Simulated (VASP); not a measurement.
# MoW2 (P-3m1) in VASP: further runs

MoW2 is run at these levels: PBE; tasks: single point.

Program: VASP 6.6.1. These are calculated values, not measurements. Logs are shortened: lines on timing, memory, paths and dates and some standing lists are left out, and cuts for length are marked.

## Step 1: The cell of the first run

The structure is trigonal, space group P-3m1 (No. 164). Conventional cell: a = 4.495 Å, b = 4.495 Å, c = 2.748 Å, α = 90.00°, β = 90.00°, γ = 120.00°. Mo (site symmetry -3m) has 2 Mo at 2.75 Å and 12 W at 2.75 to 3.18 Å within 3.6 Å. W (site symmetry 3m) has 8 W at 2.75 to 3.17 Å and 6 Mo at 2.75 to 3.18 Å within 3.6 Å.

## Step 2: Single point, PBE

The input, INCAR:

```
SYSTEM = MoW2
PREC = Accurate
ENCUT = 520
EDIFF = 1E-6
ISMEAR = 0
SIGMA = 0.1
LREAL = .FALSE.
LASPH = .TRUE.
NELM = 100
ALGO = Normal
ISIF = 2
LWAVE = .FALSE.
LCHARG = .FALSE.
GGA = PE
NBANDS = 28
```

The input, KPOINTS:

```
Automatic mesh
0
G
  6 6 6
  0 0 0
```

The input, POSCAR:

```
MoW2
1.0
    4.4947068611      0.0000000000      0.0000000000
   -2.2473534306      3.8925303243      0.0000000000
    0.0000000000      0.0000000000      2.7482865237
Mo W
1 2
Direct
    0.0000000000      0.0000000000      0.0000000000
    0.6666666667      0.3333333333      0.3309307575
    0.3333333333      0.6666666667      0.6690692425
```

Potentials or basis: VASP PAW PBE potentials, release 64 (Mo_sv, W_sv).

Launch:

```sh
> cat potpaw_PBE.64/Mo_sv/POTCAR potpaw_PBE.64/W_sv/POTCAR > POTCAR
> mpirun -np 1 vasp_std > vasp.out
```

OUTCAR:

```text
SYSTEM = MoW2
   PREC = Accurate
   ENCUT = 520
   EDIFF = 1E-6
   ISMEAR = 0
   LREAL = .FALSE.
   LASPH = .TRUE.
   NELM = 100
   ISIF = 2
   GGA = PE

 ion  position               nearest neighbor table
   1  0.000  0.000  0.000-   2 2.75   3 2.75   2 2.75   3 2.75   2 2.75   3 2.75   3 3.18   2 3.18
                             3 3.18   2 3.18   3 3.18   2 3.18
   2  0.667  0.333  0.331-   1 2.75   1 2.75   1 2.75   3 2.76   3 2.76   3 2.76   3 3.17   3 3.17
                             3 3.17   1 3.18   1 3.18   1 3.18
   3  0.333  0.667  0.669-   1 2.75   1 2.75   1 2.75   2 2.76   2 2.76   2 2.76   2 3.17   2 3.17
                             2 3.17   1 3.18   1 3.18   1 3.18

  LATTYP: Found a hexagonal cell.
 ALAT       =     4.4947068611
 C/A-ratio  =     0.6114495580

  Lattice vectors:

 A1 = (   4.4947068611,   0.0000000000,   0.0000000000)
 A2 = (  -2.2473534306,   3.8925303243,   0.0000000000)
 A3 = (   0.0000000000,   0.0000000000,   2.7482865237)

Analysis of symmetry for initial positions (statically):
=====================================================================
 Subroutine PRICEL returns:
 Original cell was already a primitive cell.

 Routine SETGRP: Setting up the symmetry group for a
 hexagonal supercell.

 Subroutine GETGRP returns: Found 12 space group operations
 (whereof 12 operations were pure point group operations)
 out of a pool of 24 trial point group operations.

The static configuration has the point symmetry D_3d.

Analysis of symmetry for dynamics (positions and initial velocities):
=====================================================================
 Subroutine PRICEL returns:
 Original cell was already a primitive cell.

 Routine SETGRP: Setting up the symmetry group for a
 hexagonal supercell.

 Subroutine GETGRP returns: Found 12 space group operations
 (whereof 12 operations were pure point group operations)
 out of a pool of 24 trial point group operations.

The dynamic configuration has the point symmetry D_3d.

 Subroutine INISYM returns: Found 12 space group operations
 (whereof 12 operations are pure point group operations),
 and found     1 'primitive' translations

----------------------------------------------------------------------------------------

                                     Primitive cell

  volume of cell :      48.0834

  direct lattice vectors                    reciprocal lattice vectors
     4.494706861  0.000000000  0.000000000     0.222483920  0.128451151  0.000000000
    -2.247353431  3.892530324  0.000000000     0.000000000  0.256902302  0.000000000
     0.000000000  0.000000000  2.748286524     0.000000000  0.000000000  0.363863080

  length of vectors
     4.494706861  4.494706861  2.748286524     0.256902302  0.256902302  0.363863080

  position of ions in fractional coordinates (direct lattice)
     0.000000000  0.000000000  0.000000000
     0.666666667  0.333333333  0.330930757
     0.333333333  0.666666667  0.669069243

  ion indices of the primitive-cell ions
   primitive index   ion index
                 1           1
                 2           2
                 3           3

----------------------------------------------------------------------------------------

 KPOINTS: Automatic mesh

Automatic generation of k-mesh.
 Grid dimensions read from file:
 generate k-points for:    6    6    6

 Generating k-lattice:

  Cartesian coordinates                     Fractional coordinates (reciprocal lattice)
     0.037080653  0.021408525  0.000000000     0.166666667 -0.000000000  0.000000000
     0.000000000  0.042817050  0.000000000     0.000000000  0.166666667  0.000000000
     0.000000000  0.000000000  0.060643847     0.000000000  0.000000000  0.166666667

  Length of vectors
     0.042817050  0.042817050  0.060643847

  Shift w.r.t. Gamma in fractional coordinates (k-lattice)
     0.000000000  0.000000000  0.000000000

 Subroutine IBZKPT returns following result:
 ===========================================

 Found     34 irreducible k-points:

 Following reciprocal coordinates:
            Coordinates               Weight
  0.000000  0.000000  0.000000      1.000000
  0.166667  0.000000  0.000000      6.000000
  0.333333  0.000000  0.000000      6.000000
  0.500000  0.000000  0.000000      3.000000
  0.166667  0.166667  0.000000      6.000000
  0.333333  0.166667  0.000000     12.000000
[... 16 lines left out ...]
  0.500000  0.000000  0.333333      6.000000
  0.166667  0.166667  0.333333     12.000000
 [... further k-points ...]
   k-points           NKPTS =     34   k-points in BZ     NKDIM =     34   number of bands    NBANDS=     28
   number of dos      NEDOS =    301   number of ions     NIONS =      3
   total plane-waves  NPLWV =  25920
   dimension x,y,z NGX =    36 NGY =   36 NGZ =   20
   dimension x,y,z NGXF=    72 NGYF=   72 NGZF=   40
   ions per type =               1   2
   NGX,Y,Z   is equivalent  to a cutoff of  13.32, 13.32, 12.10 a.u.
   NGXF,Y,Z  is equivalent  to a cutoff of  26.63, 26.63, 24.20 a.u.
 SYSTEM =  MoW2
   PREC   = accura    normal or accurate (medium, high low for compatibility)
   ISTART =      0    job   : 0-new  1-cont  2-samecut
   ICHARG =      2    charge: 1-file 2-atom 10-const
   ISPIN  =      1    spin polarized calculation?
   LNONCOLLINEAR =      F non collinear calculations
   LSORBIT =      F    spin-orbit coupling
   LASPH  =      T    aspherical Exc in radial PAW
   ENCUT  =  520.0 eV  38.22 Ry    6.18 a.u.   8.36  8.36  5.11*2*pi/ulx,y,z
   NELM   =    100;   NELMIN=  2; NELMDL= -5     # of ELM steps
   EDIFF  = 0.1E-05   stopping-criterion for ELM
   LREAL  =      F    real-space projection
   EDIFFG = 0.1E-04   stopping-criterion for IOM
   NSW    =      0    number of steps for IOM
   IBRION =     -1    ionic relax: 0-MD 1-quasi-New 2-CG
   NFREE  =      0    steps in history (QN), initial steepest desc. (CG)
   ISIF   =      2    stress and relaxation
   ISYM   =      2    0-nonsym 1-usesym 2-fastsym
   POTIM  = 0.5000    time-step for ionic-motion
   TEBEG  =    0.0;   TEEND  =   0.0 temperature during run
   PSTRESS=    0.0 pullay stress
   NELECT =      42.0000    total number of electrons
   NUPDOWN=      -1.0000    fix difference up-down
   EMIN   =  10.00;   EMAX   =-10.00  energy-range for DOS
[... 5 lines left out ...]
     AMIX     =   0.40;   BMIX     =  1.00
     AMIX_MAG =   1.60;   BMIX_MAG =  1.00
  volume/ion in A,a.u.               =      16.03       108.16
  Fermi-wavevector in a.u.,A,eV,Ry     =   1.564922  2.957274 33.320423  2.448982
  Thomas-Fermi vector in A             =   2.667475
   LORBIT       =      0    0 simple, 1 ext, 2 COOP (PROOUT), +10 PAW based schemes
   GGA     = PE    functional components
   LHFCALC =     F    Hartree Fock is set to
   AEXX    =    0.0000 exact exchange contribution
   IVDW    =     0    specifies the selected vdW correction
   LEPSILON=     F    determine dielectric tensor
   LRPA    =     F    only Hartree local field effects (RPA)
 non-spin polarized calculation
 Gauss-broadening in eV      SIGMA  =   0.10
  energy-cutoff  :      520.00
  volume of cell :       48.08
 maximum number of plane-waves:      1311
 NGX is ok and might be reduce to    36
   NGX = 17   NGY = 17   NGZ = 11

 number of electron      41.9999996 magnetization

 Free energy of the ion-electron system (eV)
  ---------------------------------------------------
  ext. energy  EPLUGINS =         0.00000000
  ---------------------------------------------------
  free energy    TOTEN  =       -36.87676380 eV

  energy without entropy =      -36.86491725  energy(sigma->0) =      -36.87084052

 E-fermi :  11.5532     XC(G=0): -13.4717

 val. band max:       11.5242506835   @ k =   0.1667   0.0000   0.1667
 cond. band min:      11.5975077322   @ k =   0.0000   0.3333   0.3333
 fundamental gap:      0.0732570487
 Fermi energy:        11.5532164395

 k-point     1 :       0.0000    0.0000    0.0000
  band No.  band energies     occupation
      1     -62.5568      2.00000
      2     -62.4623      2.00000
      3     -49.5629      2.00000
      4     -27.0346      2.00000
      5     -27.0346      2.00000
      6     -26.5290      2.00000
[... 20 lines left out ...]
     27      14.4685      0.00000
     28      14.4685      0.00000

 k-point     2 :       0.1667    0.0000    0.0000
  band No.  band energies     occupation
      1     -62.5513      2.00000
      2     -62.4679      2.00000
      3     -49.5632      2.00000
      4     -27.0662      2.00000
      5     -27.0271      2.00000
      6     -26.5389      2.00000
[... 20 lines left out ...]
     27      14.5775      0.00000
     28      14.7769      0.00000

 k-point     3 :       0.3333    0.0000    0.0000
  band No.  band energies     occupation
      1     -62.5369      2.00000
      2     -62.4823      2.00000
      3     -49.5640      2.00000
      4     -27.1205      2.00000
      5     -26.9750      2.00000
      6     -26.5907      2.00000
[... 20 lines left out ...]
     27      14.5790      0.00000
     28      14.8665      0.00000

 k-point     4 :       0.5000    0.0000    0.0000
  band No.  band energies     occupation
      1     -62.5253      2.00000
      2     -62.4939      2.00000
      3     -49.5644      2.00000
      4     -27.1446      2.00000
      5     -26.9170      2.00000
      6     -26.6473      2.00000
[... 20 lines left out ...]
     27      14.3374      0.00000
     28      14.4447      0.00000

 k-point     5 :       0.1667    0.1667    0.0000
  band No.  band energies     occupation
      1     -62.5411      2.00000
      2     -62.4780      2.00000
      3     -49.5638      2.00000
      4     -27.0977      2.00000
      5     -27.0013      2.00000
      6     -26.5792      2.00000
[... 20 lines left out ...]
     27      14.6601      0.00000
     28      14.6961      0.00000

 k-point     6 :       0.3333    0.1667    0.0000
  band No.  band energies     occupation
      1     -62.5253      2.00000
      2     -62.4938      2.00000
      3     -49.5644      2.00000
      4     -27.1226      2.00000
      5     -26.9232      2.00000
      6     -26.6722      2.00000
[... 463 lines left out ...]
      5     -26.9612      2.00000
      6     -26.9376      2.00000
[... 20 lines left out ...]
     27      14.3993      0.00000
     28      14.6942      0.00000

 k-point    22 :       0.0000    0.3333    0.3333
  band No.  band energies     occupation
      1     -62.4892      2.00000
      2     -62.4454      2.00000
      3     -49.4864      2.00000
      4     -27.0720      2.00000
      5     -26.9620      2.00000
      6     -26.9519      2.00000
[... 20 lines left out ...]
     27      14.9987      0.00000
     28      15.6448      0.00000

 k-point    23 :       0.5000    0.0000    0.3333
  band No.  band energies     occupation
      1     -62.4799      2.00000
      2     -62.4546      2.00000
      3     -49.4866      2.00000
      4     -27.0759      2.00000
      5     -26.9838      2.00000
      6     -26.9616      2.00000
[... 20 lines left out ...]
     27      14.6129      0.00000
     28      15.2731      0.00000

 k-point    24 :       0.1667    0.1667    0.3333
  band No.  band energies     occupation
      1     -62.4926      2.00000
      2     -62.4420      2.00000
      3     -49.4863      2.00000
      4     -27.0487      2.00000
      5     -26.9516      2.00000
      6     -26.9403      2.00000
[... 20 lines left out ...]
     27      14.6263      0.00000
     28      15.4332      0.00000

 [... further k-points ...]

------------------------ aborting loop because EDIFF is reached ----------------------------------------

  FORCE on cell =-STRESS in cart. coord.  units (eV):
  Direction    XX          YY          ZZ          XY          YZ          ZX
  --------------------------------------------------------------------------------------
  -------------------------------------------------------------------------------------
  Total        0.2887540      0.2887540     -0.2769660     -0.0000000      0.0000000      0.0000000
  in kB        9.6215081      9.6215081     -9.2287239     -0.0000000      0.0000000      0.0000000
  external PRESSURE =       3.3380974 kB  Pullay stress =       0.0000000 kB

 VOLUME and BASIS-vectors are now :
 -----------------------------------------------------------------------------
  energy-cutoff  :      520.00
  volume of cell :       48.08
      direct lattice vectors                 reciprocal lattice vectors
     4.494706861  0.000000000  0.000000000     0.222483920  0.128451151  0.000000000
    -2.247353431  3.892530324  0.000000000     0.000000000  0.256902302  0.000000000
     0.000000000  0.000000000  2.748286524     0.000000000  0.000000000  0.363863080

 POSITION                                       TOTAL-FORCE (eV/Angst)
 -----------------------------------------------------------------------------------
      0.00000      0.00000      0.00000        -0.000000      0.000000      0.000000
      2.24735      1.29751      0.90949         0.000000     -0.000000      0.004903
     -0.00000      2.59502      1.83879        -0.000000      0.000000     -0.004903
 -----------------------------------------------------------------------------------
    total drift:                               -0.000000      0.000000     -0.000000

  FREE ENERGIE OF THE ION-ELECTRON SYSTEM (eV)
  ---------------------------------------------------
  free  energy   TOTEN  =       -36.8767637987 eV

  energy  without entropy=      -36.8649172504  energy(sigma->0) =      -36.87084052
```

Run time: 35 s. Hardware: 1 thread of AMD EPYC 7R43 (Zen 3), shared host; peak memory 0.15 GiB.

Results:

* Free energy: -36.8768 eV
* Pressure: 0.3 GPa
* Largest force: 0.005 eV/Å
* Band gap on the k mesh: zero (band 21 reaches 13.73 eV, above the bottom of band 22 at 10.34 eV)

Forces on the atoms (eV/Å):
```
Mo   0.000  0.000  0.000
W    0.000  0.000  0.005
W    0.000  0.000 -0.005
```

Levels at points of the mesh, in eV from the Fermi level:
| k point | band 19 | band 20 | band 21 | band 22 | band 23 | band 24 |
| --- | --- | --- | --- | --- | --- | --- |
| (0.00, 0.00, 0.00) | -2.39 | -1.23 | -1.22 | -1.22 | 1.86 | 1.86 |
| (0.50, 0.00, 0.00) | -2.37 | -2.27 | 0.88 | 0.96 | 1.28 | 1.78 |
| (0.00, 0.00, 0.50) | -3.18 | -3.18 | 2.18 | 2.18 | 2.84 | 2.84 |
| (0.50, 0.00, 0.50) | -1.93 | -1.79 | 0.98 | 1.22 | 1.67 | 1.96 |

Caveat: the k points lie up to 0.38 Å⁻¹ apart; spin-orbit coupling is left out, which moves the levels of the heavy elements.

## Step 3: Single point, PBE, collinear spin, ferromagnetic start

The input, INCAR:

```
  ALGO = Normal
  EDIFF = 1E-6
  ENCUT = 520
  GGA = PE
  ISIF = 2
  ISMEAR = 0
  ISPIN = 2
  LASPH = T
  LCHARG = F
  LMAXMIX = 4
  LORBIT = 11
  LREAL = F
  LWAVE = F
  MAGMOM = 1 0 0
  NBANDS = 32
  NELM = 150
  PREC = Accurate
  SIGMA = 0.1
```

The input, KPOINTS:

```
k-points
0
Gamma
  6 6 6
```

POSCAR is that of step 2.

Potentials or basis: VASP PAW PBE potentials, release 64 (Mo_sv, W_sv).

Launch:

```sh
> cat potpaw_PBE.64/Mo_sv/POTCAR potpaw_PBE.64/W_sv/POTCAR > POTCAR
> mpirun -np 1 vasp_std > vasp.out
```

Run time: 39 s. Hardware: 1 thread of Intel Xeon 6975P-C (Granite Rapids), shared host; peak memory 0.23 GiB.

The run converged. Its results:

* Free energy: -36.8768 eV
* Pressure: 0.3 GPa
* Largest force: 0.005 eV/Å
* Band gap on the k mesh: zero (filled and empty bands overlap)
* Net moment: 0.00 μB per cell
* Valence electrons inside the program's atomic spheres: Mo 12.49; W 12.05

Forces on the atoms (eV/Å):
```
Mo   0.000  0.000  0.000
W    0.000  0.000  0.005
W    0.000  0.000 -0.005
```

Stress tensor (GPa, compression positive):
```
 0.94  0.00  0.00
 0.00  0.94  0.00
 0.00  0.00 -0.94
```

Levels at points of the mesh, in eV from the Fermi level:
Spin up:
```tsv
k point	band 19	band 20	band 21	band 22	band 23	band 24
(0.00, 0.00, 0.00)	-2.39	-1.23	-1.22	-1.22	1.86	1.86
(0.50, 0.00, 0.00)	-2.37	-2.27	0.88	0.96	1.28	1.78
(0.00, 0.00, 0.50)	-3.18	-3.18	2.18	2.18	2.84	2.84
(0.50, 0.00, 0.50)	-1.93	-1.79	0.98	1.22	1.67	1.96
```
Spin down:
```
           k point  band 17  band 18  band 19  band 20  band 21  band 22  band 23  band 24  band 25  band 26
(0.00, 0.00, 0.00)    -2.59    -2.39    -2.39    -1.23    -1.22    -1.22     1.86     1.86     2.45     2.45
(0.50, 0.00, 0.00)    -2.54    -2.44    -2.37    -2.27     0.88     0.96     1.28     1.78     2.24     2.57
(0.00, 0.00, 0.50)    -3.19    -3.19    -3.18    -3.18     2.18     2.18     2.84     2.84     4.48     4.67
(0.50, 0.00, 0.50)    -3.64    -3.40    -1.93    -1.79     0.98     1.22     1.67     1.96     2.83     2.92
```

Caveat: the k points lie up to 0.38 Å⁻¹ apart; spin-orbit coupling is left out, which moves the levels of the heavy elements.

## Step 4: Single point, PBE

The input, INCAR:

```
SYSTEM = MoW2
  PREC = Accurate
  ENCUT = 520
  EDIFF = 1E-6
  ISMEAR = 0
  SIGMA = 0.1
  LREAL = .FALSE.
  LASPH = .TRUE.
  NELM = 80
  ALGO = Fast
  ISIF = 2
  LWAVE = .FALSE.
  LCHARG = .FALSE.
  GGA = PE
  NBANDS = 28
```

The input, KPOINTS:

```
Automatic mesh
0
G
  12 12 16
  0 0 0
```

The input, POSCAR:

```
MoW2
1.0
    4.4911860266      0.0000000000      0.0000000000
   -2.2455930133      3.8894811921      0.0000000000
    0.0000000000      0.0000000000      2.7509723733
Mo W
1 2
Direct
    0.0000000000      0.0000000000      0.0000000000
    0.6666666667      0.3333333333      0.3313504760
    0.3333333333      0.6666666667      0.6686495240
```

Launch:

```sh
> cat potpaw_PBE.64/Mo_sv/POTCAR potpaw_PBE.64/W_sv/POTCAR > POTCAR
> mpirun -np 1 vasp_std > vasp.out
```

Wall time 2.1 min (1 thread of Intel Xeon 6975P-C (Granite Rapids), shared host); peak memory 0.4 GiB.

Results (log left out):

```
Free energy            : -36.8547 eV
Pressure               : 0.5 GPa
Largest force          : 0.005 eV/Å
Band gap on the k mesh : zero (band 21 reaches 13.75 eV, above the bottom of band 22 at 10.35 eV)
```

Forces in eV/Å, atoms in the order of the input:
```
Mo   0.000  0.000  0.000
W    0.000  0.000 -0.005
W    0.000  0.000  0.005
```

Levels at points of the mesh, in eV from the Fermi level:
| k point | band 19 | band 20 | band 21 | band 22 | band 23 | band 24 |
| --- | --- | --- | --- | --- | --- | --- |
| (0.00, 0.00, 0.00) | -2.44 | -1.27 | -1.27 | -1.26 | 1.81 | 1.81 |
| (0.50, 0.00, 0.00) | -2.40 | -2.32 | 0.81 | 0.93 | 1.22 | 1.72 |
| (0.00, 0.00, 0.50) | -3.23 | -3.23 | 2.14 | 2.14 | 2.81 | 2.81 |
| (0.50, 0.00, 0.50) | -1.98 | -1.85 | 0.92 | 1.18 | 1.64 | 1.92 |

Caveat: spin-orbit coupling is left out, which moves the levels of the heavy elements.

## Step 5: Overview

| spin | cell | k mesh | gap on the mesh (eV) | pressure (GPa) |
| --- | --- | --- | --- | --- |
| off | a = 4.495, b = 4.495, c = 2.748 Å, angles 90.0, 90.0, 120.0°, 3 atoms | 6 × 6 × 6 | none | 0.3 |
| collinear, ferromagnetic start | a = 4.495, b = 4.495, c = 2.748 Å, angles 90.0, 90.0, 120.0°, 3 atoms | 6 × 6 × 6 | none | 0.3 |
| off | a = 4.491, b = 4.491, c = 2.751 Å, angles 90.0, 90.0, 120.0°, 3 atoms | 12 × 12 × 16 | none | 0.5 |

Alike in all rows: task single point; level PBE; potentials or basis VASP PAW PBE potentials, release 64 (Mo_sv, W_sv); cutoff (eV) 520; smearing gaussian 0.1 eV.

Caveats: some runs use coarse meshes; spin-orbit coupling is left out, which moves the levels of the heavy elements.

Total energies depend on the potentials used, so only differences within one code and one set of settings carry meaning.
